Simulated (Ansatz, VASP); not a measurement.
**H2CNO in VASP and in Ansatz**

INCAR

```
PREC = Accurate ; ENCUT = 600
EDIFF = 1E-6 ; ISMEAR = 0
SIGMA = 0.1 ; LREAL = Auto
LASPH = True ; NELM = 100
ALGO = Normal ; ISIF = 3
LWAVE = False ; LCHARG = False
GGA = PE ; IVDW = 12
IBRION = 2 ; NSW = 90
EDIFFG = -0.05
```

File KPOINTS:

```
regular mesh
0
Gamma
  6 4 4
```

File POSCAR:

```
H2CNO
1.0
    3.4927000000      0.0000000000      0.0000000000
    0.0000000000      6.1946000000      0.0000000000
   -3.3809840745      0.0000000000      8.2889836945
H C N O
8 4 4 4
Direct
    0.7176000000      0.8357000000      0.9056000000
    0.2824000000      0.3357000000      0.5944000000
    0.2824000000      0.1643000000      0.0944000000
    0.7176000000      0.6643000000      0.4056000000
    0.9871000000      0.6280000000      0.1298000000
    0.0129000000      0.1280000000      0.3702000000
    0.0129000000      0.3720000000      0.8702000000
    0.9871000000      0.8720000000      0.6298000000
    0.1072100000      0.7819800000      0.1386000000
    0.8927900000      0.2819800000      0.3614000000
    0.8927900000      0.2180200000      0.8614000000
    0.1072100000      0.7180200000      0.6386000000
    0.9352500000      0.8954500000      0.0032300000
    0.0647500000      0.3954500000      0.4967700000
    0.0647500000      0.1045500000      0.9967700000
    0.9352500000      0.6045500000      0.5032300000
    0.3806200000      0.8538800000      0.2619800000
    0.6193800000      0.3538800000      0.2380200000
    0.6193800000      0.1461200000      0.7380200000
    0.3806200000      0.6461200000      0.7619800000
```

Input for Ansatz:

```yaml
crystal:
  lattice:
    - [3.4927, 0.0, 0.0]
    - [0.0, 6.1946, 0.0]
    - [-3.3809840745, 0.0, 8.2889836945]
  atoms:
    - { symbol: H, position: [0.7176, 0.8357, 0.9056] }
    - { symbol: H, position: [0.2824, 0.3357, 0.5944] }
    - { symbol: H, position: [0.2824, 0.1643, 0.0944] }
    - { symbol: H, position: [0.7176, 0.6643, 0.4056] }
    - { symbol: H, position: [0.9871, 0.628, 0.1298] }
    - { symbol: H, position: [0.0129, 0.128, 0.3702] }
    - { symbol: H, position: [0.0129, 0.372, 0.8702] }
    - { symbol: H, position: [0.9871, 0.872, 0.6298] }
    - { symbol: C, position: [0.10721, 0.78198, 0.1386] }
    - { symbol: C, position: [0.89279, 0.28198, 0.3614] }
    - { symbol: C, position: [0.89279, 0.21802, 0.8614] }
    - { symbol: C, position: [0.10721, 0.71802, 0.6386] }
    - { symbol: "N", position: [0.93525, 0.89545, 0.00323] }
    - { symbol: "N", position: [0.06475, 0.39545, 0.49677] }
    - { symbol: "N", position: [0.06475, 0.10455, 0.99677] }
    - { symbol: "N", position: [0.93525, 0.60455, 0.50323] }
    - { symbol: O, position: [0.38062, 0.85388, 0.26198] }
    - { symbol: O, position: [0.61938, 0.35388, 0.23802] }
    - { symbol: O, position: [0.61938, 0.14612, 0.73802] }
    - { symbol: O, position: [0.38062, 0.64612, 0.76198] }
basis:
  ecutwfc: 420
kpoints:
  mp_grid: { grid: [6, 4, 4] }
hamiltonian:
  xc: pbe
  dispersion: d3bj
scf:
  occupations: { method: gaussian, width: 0.1 }
output:
  forces: true
  stress: true
  eigenvalues: true
relax:
  adjacent_minimum: "off"
  f_tol: 0.05
  max_steps: 70
  cell: { stress_tol: 0.5 }
```

Alike in both runs: task relaxation of cell and atoms; functional PBE; dispersion D3(BJ); k mesh 6 × 4 × 4; occupations gaussian, width 0.1 eV; no spin polarisation.

```csv
,VASP,Ansatz
version,VASP 6.6.1,Ansatz 0.2.0
potentials or method,"VASP PAW PBE potentials, release 64 (H, C, N, O), cutoff 600 eV","scalar-relativistic, plane waves, PAW"
valence electrons in the cell,68,68
```

|  | VASP | Ansatz | Ansatz less VASP |
| --- | --- | --- | --- |
| gap on the k mesh at the Fermi level, each at its own relaxed structure (eV) | 3.49 | 3.52 | +0.030 |
| relaxed volume (Å³/atom) | 8.92 | 9.03 | +0.109 |
| relaxed length of the cell vector where the two differ most in proportion (Å) | 3.484 | 3.511 | +0.0275 |

Noted on VASP's run: the standard files for N, O and F lose accuracy on very short bonds.
